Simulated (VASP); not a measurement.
A run of VASP 6.6.1 is set up as follows.

The input INCAR:

```
PREC = Accurate
ENCUT = 600
EDIFF = 1E-7
ISMEAR = 0
SIGMA = 0.1
LREAL = F
LASPH = T
NELM = 150
ALGO = Fast
ISIF = 3
LWAVE = F
LCHARG = F
ISPIN = 2
MAGMOM = 0.83 0.64 0
LORBIT = 11
LMAXMIX = 4
GGA = PE
IBRION = 2
NSW = 100
EDIFFG = -0.01
```

File KPOINTS:

```
regular mesh
0
Gamma
  14 14 14
```

The input POSCAR:

```
Zr2B
1.0
    0.0000000000      3.0498837083      3.0498837083
    3.0498837083      0.0000000000      3.0498837083
    3.0498837083      3.0498837083      0.0000000000
Zr B
2 1
Direct
    0.7500000000      0.7500000000      0.7500000000
    0.0000000000      0.0000000000      0.0000000000
    0.2500000000      0.2500000000      0.2500000000
```

Potentials or basis: VASP PAW PBE potentials, release 64 (Zr_sv, B).

Launch:

```bash
$ cat potpaw_PBE.64/Zr_sv/POTCAR potpaw_PBE.64/B/POTCAR > POTCAR
$ mpirun -np 1 vasp_std > vasp.out
```

Problem. What does it give for the space group after relaxing (to 0.05 Å)?

Solution. F-43m (No. 216).

Problem. Predict the site moments.

Solution. Zr +1.10, +0.86; B -0.08 μB.

Problem. What does it give for the net moment?

Solution. 2.46 μB per cell.

The path:
```csv
step,energy change (eV),largest force (eV/Å),pressure (GPa),volume (Å³)
1,0.0000,0.0000,3.44,56.74
2,-0.0367,0.0000,-0.01,60.13
```
